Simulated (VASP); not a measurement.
# Al in VASP: further runs

The runs below take Al through relaxation of the atoms, with LDA.

Program: VASP 6.6.1. These are calculated values, not measurements. Logs are shortened: lines on timing, memory, paths and dates and some standing lists are left out, and cuts for length are marked.

**1. The cell of the first run**

The cell holds a slab with vacuum, 13 atoms: a = 5.634 Å, b = 5.634 Å, c = 20.032 Å, α = 90.00°, β = 90.00°, γ = 120.00°.

**2. Relaxation of the atoms, LDA**

Contents of INCAR:

```
  PREC = Accurate
  ENCUT = 450
  EDIFF = 1E-7
  ISMEAR = 0
  SIGMA = 0.1
  LREAL = False
  LASPH = True
  NELM = 120
  ALGO = Normal
  ISIF = 2
  LWAVE = False
  LCHARG = False
  LDIPOL = True
  IDIPOL = 3
  DIPOL = 0.5 0.5 0.329
  IBRION = 2
  NSW = 36
  EDIFFG = -0.025
  GGA_COMPAT = False
  NELMIN = 4
  NELMDL = -8
```

Contents of KPOINTS:

```
Automatic mesh
0
Gamma
  6 6 1
```

Contents of POSCAR:

```
Al
1.0
    5.6336864727      0.0000000000      0.0000000000
   -2.8168432363      4.8789156023      0.0000000000
    0.0000000000      0.0000000000     20.0321727095
Al
13
Selective dynamics
Direct
    0.3333333333      0.1666666667      0.1996787896  F F F
    0.3333333333      0.6666666667      0.1996787896  F F F
    0.8333333333      0.1666666667      0.1996787896  F F F
    0.8333333333      0.6666666667      0.1996787896  F F F
    0.1666666667      0.3333333333      0.3128097176  F F F
    0.1666666667      0.8333333333      0.3128097176  F F F
    0.6666666667      0.3333333333      0.3128097176  F F F
    0.6666666667      0.8333333333      0.3128097176  F F F
    0.0000000000      0.0000000000      0.4259234799  F F F
    0.0000000000      0.5000000000      0.4259234799  F F F
    0.5000000000      0.0000000000      0.4259234799  F F F
    0.5000000000      0.5000000000      0.4259234799  F F F
    0.1666666667      0.3333333333      0.5191458091  F F T
```

Potentials or basis: VASP PAW LDA potentials, release 64 (Al).

Launch:

```bash
cat potpaw_LDA.64/Al/POTCAR > POTCAR
mpirun -np 1 vasp_std > vasp.out
```

OUTCAR:

```text
PREC = Accurate
   ENCUT = 450
   EDIFF = 1E-7
   ISMEAR = 0
   LREAL = False
   LASPH = True
   NELM = 120
   ISIF = 2
   IBRION = 2
   NSW = 36
   EDIFFG = -0.025
   NELMIN = 4
   NELMDL = -8

 ion  position               nearest neighbor table
   1  0.333  0.167  0.200-   5 2.79   6 2.79   7 2.79   2 2.82   2 2.82   3 2.82   3 2.82   4 2.82
                             4 2.82
   2  0.333  0.667  0.200-   6 2.79   5 2.79   8 2.79   1 2.82   1 2.82   4 2.82   4 2.82   3 2.82
                             3 2.82
   3  0.833  0.167  0.200-   7 2.79   8 2.79   5 2.79   4 2.82   4 2.82   1 2.82   1 2.82   2 2.82
                             2 2.82
   4  0.833  0.667  0.200-   8 2.79   7 2.79   6 2.79   3 2.82   3 2.82   2 2.82   2 2.82   1 2.82
                             1 2.82
   5  0.167  0.333  0.313-   9 2.79  12 2.79  10 2.79   1 2.79   2 2.79   3 2.79   6 2.82   6 2.82
                             7 2.82   7 2.82   8 2.82   8 2.82
   6  0.167  0.833  0.313-  10 2.79  11 2.79   9 2.79   2 2.79   1 2.79   4 2.79   5 2.82   5 2.82
                             8 2.82   8 2.82   7 2.82   7 2.82
   7  0.667  0.333  0.313-  11 2.79  10 2.79  12 2.79   3 2.79   4 2.79   1 2.79   8 2.82   8 2.82
                             5 2.82   5 2.82   6 2.82   6 2.82
   8  0.667  0.833  0.313-  12 2.79   9 2.79  11 2.79   4 2.79   3 2.79   2 2.79   7 2.82   7 2.82
                             6 2.82   6 2.82   5 2.82   5 2.82
   9  0.000  0.000  0.426-  13 2.48   5 2.79   8 2.79   6 2.79  10 2.82  10 2.82  11 2.82  11 2.82
                            12 2.82  12 2.82
  10  0.000  0.500  0.426-  13 2.48   6 2.79   7 2.79   5 2.79   9 2.82   9 2.82  12 2.82  12 2.82
                            11 2.82  11 2.82
  11  0.500  0.000  0.426-   7 2.79   6 2.79   8 2.79  12 2.82  12 2.82   9 2.82   9 2.82  10 2.82
                            10 2.82
  12  0.500  0.500  0.426-  13 2.48   8 2.79   5 2.79   7 2.79  11 2.82  11 2.82  10 2.82  10 2.82
                             9 2.82   9 2.82
  13  0.167  0.333  0.519-   9 2.48  12 2.48  10 2.48

  LATTYP: Found a hexagonal cell.
 ALAT       =     5.6336864727
 C/A-ratio  =     3.5557840868

  Lattice vectors:

 A1 = (   5.6336864727,   0.0000000000,   0.0000000000)
 A2 = (  -2.8168432363,   4.8789156023,   0.0000000000)
 A3 = (   0.0000000000,   0.0000000000,  20.0321727095)

Analysis of symmetry for initial positions (statically):
=====================================================================
 Subroutine PRICEL returns:
 Original cell was already a primitive cell.

[... 193 lines left out ...]

------------------------ aborting loop because EDIFF is reached ----------------------------------------

  FORCE on cell =-STRESS in cart. coord.  units (eV):
  Direction    XX          YY          ZZ          XY          YZ          ZX
  --------------------------------------------------------------------------------------
  -------------------------------------------------------------------------------------
  Total       -1.9341239     -1.9341239      5.8403693     -0.0000000      0.0000000      0.0000000
  in kB       -5.6279579     -5.6279579     16.9944399     -0.0000000      0.0000000      0.0000000
  external PRESSURE =       1.9128414 kB  Pullay stress =       0.0000000 kB
[... 36 lines left out ...]
 number of electron      39.0000000 magnetization

------------------------ aborting loop because EDIFF is reached ----------------------------------------

 vacuum level on the upper side and lower side of the slab       (xc-potential included)         0.022        -0.311

  FORCE on cell =-STRESS in cart. coord.  units (eV):
  Direction    XX          YY          ZZ          XY          YZ          ZX
  --------------------------------------------------------------------------------------
  -------------------------------------------------------------------------------------
  Total       -2.3392591     -2.3392591      4.2775407     -0.0000000      0.0000000     -0.0000000
  in kB       -6.8068294     -6.8068294     12.4468855     -0.0000000      0.0000000     -0.0000000
  external PRESSURE =      -0.3889244 kB  Pullay stress =       0.0000000 kB
[... 28 lines left out ...]
  FREE ENERGIE OF THE ION-ELECTRON SYSTEM (eV)
  ---------------------------------------------------
  free  energy   TOTEN  =       -50.2332090940 eV

  energy  without entropy=      -50.2119808934  energy(sigma->0) =      -50.22259499

 dipolmoment           0.000000      0.000000     -0.034571 electrons x Angstroem

--------------------------------------- Ionic step        3  -------------------------------------------

 number of electron      39.0000000 magnetization

------------------------ aborting loop because EDIFF is reached ----------------------------------------
[... 42 lines left out ...]
--------------------------------------- Ionic step        4  -------------------------------------------

 number of electron      39.0000000 magnetization

 dipolmoment           0.000000      0.000000      0.041517 electrons x Angstroem

 Free energy of the ion-electron system (eV)
  ---------------------------------------------------
  ext. energy  EPLUGINS =         0.00000000
  ---------------------------------------------------
  free energy    TOTEN  =       -50.32415692 eV

  energy without entropy =      -50.30499009  energy(sigma->0) =      -50.31457351

 E-fermi :   0.4129     XC(G=0):  -5.0271

 val. band max:        0.4071762986   @ k =   0.1667   0.1667   0.0000
 cond. band min:       0.5745223221   @ k =   0.1667   0.1667   0.0000
 fundamental gap:      0.1673460235
 Fermi energy:         0.4128772106

 k-point     1 :       0.0000    0.0000    0.0000
  band No.  band energies     occupation
      1     -10.4225      2.00000
      2      -8.7611      2.00000
      3      -6.3205      2.00000
      4      -4.5214      2.00000
      5      -4.4113      2.00000
      6      -4.4113      2.00000
[... 192 lines left out ...]
     25       2.6515      0.00000
     26       3.1714      0.00000

------------------------ aborting loop because EDIFF is reached ----------------------------------------

 vacuum level on the upper side and lower side of the slab       (xc-potential included)        -0.047        -0.271

  FORCE on cell =-STRESS in cart. coord.  units (eV):
  Direction    XX          YY          ZZ          XY          YZ          ZX
  --------------------------------------------------------------------------------------
  -------------------------------------------------------------------------------------
  Total       -2.7436591     -2.7436591      1.5217192     -0.0000000      0.0000000      0.0000000
  in kB       -7.9835618     -7.9835618      4.4279332     -0.0000000      0.0000000      0.0000000
  external PRESSURE =      -3.8463968 kB  Pullay stress =       0.0000000 kB
[... 28 lines left out ...]
  FREE ENERGIE OF THE ION-ELECTRON SYSTEM (eV)
  ---------------------------------------------------
  free  energy   TOTEN  =       -50.3241569221 eV

  energy  without entropy=      -50.3049900943  energy(sigma->0) =      -50.31457351

 reached required accuracy - stopping structural energy minimisation

 vacuum level on the upper side and lower side of the slab         4.700         4.471
```

OSZICAR:

```text
N       E                     dE             d eps       ncg     rms          rms(c)
DAV:   1     0.132555668301E+03    0.13256E+03   -0.11365E+04   364   0.951E+02
DAV:   2    -0.442645560630E+02   -0.17682E+03   -0.17282E+03   482   0.170E+02
DAV:   3    -0.526333716251E+02   -0.83688E+01   -0.82242E+01   468   0.382E+01
[... 69 lines left out ...]
DAV:   2    -0.503242217160E+02   -0.53927E-04   -0.80879E-04   438   0.101E-01    0.202E-02
DAV:   3    -0.503241568889E+02    0.64827E-04   -0.45854E-04   414   0.774E-02    0.610E-03
DAV:   4    -0.503241568387E+02    0.50147E-07   -0.17769E-05   426   0.201E-02    0.558E-03
DAV:   5    -0.503241569052E+02   -0.66503E-07   -0.17281E-06   518   0.616E-03    0.389E-03
DAV:   6    -0.503241569221E+02   -0.16901E-07   -0.23346E-07   332   0.198E-03
   4 F= -.50324157E+02 E0= -.50314574E+02  d E =-.221499E+00
```

Wall time 5.1 min (1 thread of Intel Xeon Platinum 8375C at 2.90GHz (Ice Lake), shared host); peak memory 0.4 GiB.

What came out:

```
Free energy               : -50.3242 eV
Energy gained by relaxing : 17.0 meV/atom
Ionic steps               : 4
Band gap on the k mesh    : zero (an odd number of electrons rules out a gap without spin polarisation)
```

The path:
```csv
step,energy change (eV),largest force on free atoms (eV/Å),pressure (GPa)
1,0.0000,1.8460,0.19
2,-0.1306,1.1074,-0.04
3,-0.2214,0.0353,-0.39
4,-0.2215,0.0066,-0.38
```

Final structure:
```
CELL_PARAMETERS angstrom
5.63369 0.00000 0.00000
-2.81684 4.87892 0.00000
0.00000 0.00000 20.03217
ATOMIC_POSITIONS crystal
Al 0.33333 0.16667 0.19968
Al 0.33333 0.66667 0.19968
Al 0.83333 0.16667 0.19968
Al 0.83333 0.66667 0.19968
Al 0.16667 0.33333 0.31281
Al 0.16667 0.83333 0.31281
Al 0.66667 0.33333 0.31281
Al 0.66667 0.83333 0.31281
Al 0.00000 0.00000 0.42592
Al 0.00000 0.50000 0.42592
Al 0.50000 0.00000 0.42592
Al 0.50000 0.50000 0.42592
Al 0.16667 0.33333 0.53241
```

Levels at points of the mesh, in eV from the Fermi level:
```
           k point  band 16  band 17  band 18  band 19  band 20  band 21  band 22  band 23  band 24  band 25
(0.00, 0.00, 0.00)    -2.75    -1.86    -0.89    -0.89    -0.49    -0.31    -0.14    -0.14     0.92     1.63
(0.50, 0.00, 0.00)    -0.55    -0.53    -0.40    -0.18     0.46     0.73     0.93     1.05     1.14     1.66
```

**3. Relaxation of the atoms, LDA**

Contents of INCAR:

```
PREC = Accurate
ENCUT = 520
EDIFF = 1E-7
ISMEAR = 0
SIGMA = 0.1
LREAL = False
LASPH = True
NELM = 60
ALGO = Normal
ISIF = 2
LWAVE = False
LCHARG = False
LDIPOL = True
IDIPOL = 3
DIPOL = 0.5 0.5 0.329
GGA = CA
IBRION = 2
NSW = 36
EDIFFG = -0.025
```

Contents of KPOINTS:

```
regular mesh
0
Gamma
  6 6 1
```

POSCAR is that of step 2.

Potentials or basis: VASP PAW LDA potentials, release 64 (Al).

Launch:

```bash
cat potpaw_LDA.64/Al/POTCAR > POTCAR
mpirun -np 1 vasp_std > vasp.out
```

It took 4.7 min on 1 thread of AMD EPYC 9R45 (Zen 5), shared host; peak memory 0.43 GiB.

The run converged. Its results:

```
Free energy               : -50.3236 eV
Energy gained by relaxing : 17.0 meV/atom
Ionic steps               : 4
Band gap on the k mesh    : zero (an odd number of electrons rules out a gap without spin polarisation)
```

Step by step:
```tsv
step	energy change (eV)	largest force on free atoms (eV/Å)	pressure (GPa)
1	0.0000	1.8459	0.19
2	-0.1305	1.1073	-0.04
3	-0.2213	0.0347	-0.39
4	-0.2214	0.0065	-0.38
```

Final structure:
```
CELL_PARAMETERS angstrom
5.63369 0.00000 0.00000
-2.81684 4.87892 0.00000
0.00000 0.00000 20.03217
ATOMIC_POSITIONS crystal
Al 0.33333 0.16667 0.19968
Al 0.33333 0.66667 0.19968
Al 0.83333 0.16667 0.19968
Al 0.83333 0.66667 0.19968
Al 0.16667 0.33333 0.31281
Al 0.16667 0.83333 0.31281
Al 0.66667 0.33333 0.31281
Al 0.66667 0.83333 0.31281
Al 0.00000 0.00000 0.42592
Al 0.00000 0.50000 0.42592
Al 0.50000 0.00000 0.42592
Al 0.50000 0.50000 0.42592
Al 0.16667 0.33333 0.53241
```

Levels at points of the mesh, in eV from the Fermi level:
```tsv
k point	band 18	band 19	band 20	band 21	band 22	band 23
(0.00, 0.00, 0.00)	-0.89	-0.89	-0.49	-0.31	-0.14	-0.14
(0.50, 0.00, 0.00)	-0.40	-0.18	0.46	0.73	0.93	1.05
```
